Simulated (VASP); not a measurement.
A run of VASP 6.6.1 is set up as follows.

Contents of POSCAR:

```
Si7Ge
1.0
    5.3095149119      0.0000000000      0.0000000000
    0.0000000000      5.3095149119      0.0000000000
    0.0000000000      0.0000000000      5.3095149119
Si Ge
7 1
Direct
    0.2524050832      0.2524050832      0.2524050832
    0.0000000000      0.5000000000      0.5000000000
    0.5000000000      0.5000000000      0.0000000000
    0.5000000000      0.0000000000      0.5000000000
    0.7475949168      0.2524050832      0.7475949168
    0.7475949168      0.7475949168      0.2524050832
    0.2524050832      0.7475949168      0.7475949168
    0.0000000000      0.0000000000      0.0000000000
```

Contents of INCAR.step1:

```
SYSTEM = Si7Ge
PREC = Accurate
ENCUT = 520
ISMEAR = 0
SIGMA = 0.02
LREAL = .False.
LASPH = .True.
NELM = 60
NBANDS = 31
GGA = PE
ALGO = Normal
EDIFF = 1E-4
LWAVE = .True.
LCHARG = .False.
```

File INCAR.step2:

```
SYSTEM = Si7Ge
PREC = Accurate
ENCUT = 520
EDIFF = 1E-7
ISMEAR = 0
SIGMA = 0.02
LREAL = .False.
LASPH = .True.
NELM = 60
ALGO = Normal
ISIF = 2
LWAVE = .False.
LCHARG = .False.
METAGGA = R2SCAN
LMIXTAU = .True.
NBANDS = 31
ISTART = 1
```

The input KPOINTS:

```
regular mesh
0
Gamma
  8 8 8
  0 0 0
```

Potentials or basis: VASP PAW PBE potentials, release 64 (Si, Ge_d).

Run with:

```console
$ cat potpaw_PBE.64/Si/POTCAR potpaw_PBE.64/Ge_d/POTCAR > POTCAR
$ cp INCAR.step1 INCAR
$ mpirun -np 1 vasp_std > vasp.out
$ cp INCAR.step2 INCAR
$ mpirun -np 1 vasp_std > vasp.out
```

Problem. Predict the pressure.

Solution. 9.8 GPa.

Problem. Predict the largest force.

Solution. 0.019 eV/Å.

Problem. What does it give for the band gap on the k mesh?

Solution. 0.41 eV.

Forces in eV/Å, atoms in the order of the input:
```
Si   0.011  0.011  0.011
Si   0.000  0.000  0.000
Si   0.000  0.000  0.000
Si   0.000  0.000  0.000
Si  -0.011  0.011 -0.011
Si  -0.011 -0.011  0.011
Si   0.011 -0.011 -0.011
Ge   0.000  0.000  0.000
```

Caveat: the cell stands under pressure; the PAW data sets were made with another functional, which shifts forces and pressure a little. A k mesh can miss the band edges.
